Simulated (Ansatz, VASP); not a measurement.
**Zr in VASP and in Ansatz**

```xyz
1
Lattice="-1.7724 1.7724 1.7724 1.7724 -1.7724 1.7724 1.7724 1.7724 -1.7724" Properties=species:S:1:pos:R:3 pbc="T T T"
Zr    0.0000    0.0000    0.0000
```

Change from the starting cell: volume scaled by 0.975.

Alike in both runs: task single point; functional PBE; k mesh 16 × 16 × 16; occupations fermi-dirac, width 0.05 eV; no spin polarisation.

|  | VASP | Ansatz |
| --- | --- | --- |
| version | VASP 6.6.1 | Ansatz 0.2.0 |
| potentials or method | VASP PAW PBE potentials, release 64 (Zr_sv), cutoff 520 eV | all-electron LAPW, scalar-relativistic |

|  | VASP | Ansatz | Ansatz less VASP |
| --- | --- | --- | --- |
| pressure (GPa) | 2.4 | 2.3 | -0.01 |

Ansatz ran all-electron here, and VASP with PAW potentials.
